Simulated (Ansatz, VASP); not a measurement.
**One calculation of Si, two programs**

```
Si
1.0
     3.84720    0.00000    0.00000
    -1.92360    3.33177    0.00000
     0.00000    0.00000   18.44470
Si
4
Cartesian
  0.0000 2.2212 4.9723
  1.9236 1.1106 4.5000
  1.9236 1.1106 9.2947
  0.0000 2.2212 8.8223
```

Alike in both runs: task single point; functional PBE; dispersion D3(BJ); k mesh 9 × 9 × 1; occupations gaussian, width 0.1 eV; no spin polarisation.

|  | VASP | Ansatz |
| --- | --- | --- |
| version | VASP 6.6.1 | Ansatz 0.2.0 |
| potentials or method | VASP PAW PBE potentials, release 64 (Si), cutoff 520 eV | scalar-relativistic, plane waves, PAW |
| valence electrons in the cell | 16 | 16 |

|  | VASP | Ansatz | Ansatz less VASP |
| --- | --- | --- | --- |
| gap on the k mesh at the Fermi level (eV) | 0.40 | 0.40 | 0.000 |
| least direct gap on the mesh (eV) | 0.51 | 0.51 | 0.000 |
| rms of the force components (eV/Å) | 0.070 | 0.073 | +0.0033 |

Atom by atom the forces differ by 0.004 eV/Å (rms over components).
